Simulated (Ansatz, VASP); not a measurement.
Two plane-wave programs on TiC

```
Ti C
1.0
     0.14196    2.16400    2.16400
     2.16400    0.14196    2.16400
     2.30596    2.30596    0.00000
Ti C
1 1
Cartesian
  0.0000 0.0000 0.0000
  2.3060 2.3060 2.1640
```

Change from the starting cell: strain +0.1312 x Voigt [0, 0, 0, 0, 0, 1], atoms carried along.

Alike in both runs: task single point; functional r2SCAN; k mesh 18 × 18 × 18; occupations gaussian, width 0.15 eV; no spin polarisation.

|  | VASP | Ansatz |
| --- | --- | --- |
| version | VASP 6.6.1 | Ansatz 0.2.0 |
| potentials or method | VASP PAW PBE potentials, release 64 (Ti_sv, C), cutoff 520 eV | scalar-relativistic, plane waves, PAW |
| valence electrons in the cell | 16 | 16 |

VASP gave:

- gap on the k mesh at the Fermi level (eV): none
- pressure (GPa): 2.2
- traceless stress, the component that is largest in VASP (GPa): -24.21

Question: What did Ansatz give for the same quantities?

Answer: gap on the k mesh at the Fermi level (eV): none; pressure (GPa): 1.2; traceless stress, the component that is largest in VASP (GPa): -24.16.

VASP's potentials were made for PBE, not for r2SCAN. A gap of «none» marks a metal or a gap that the smearing closes. The functional is the same, so the differences come from potentials, cutoffs and numerics.
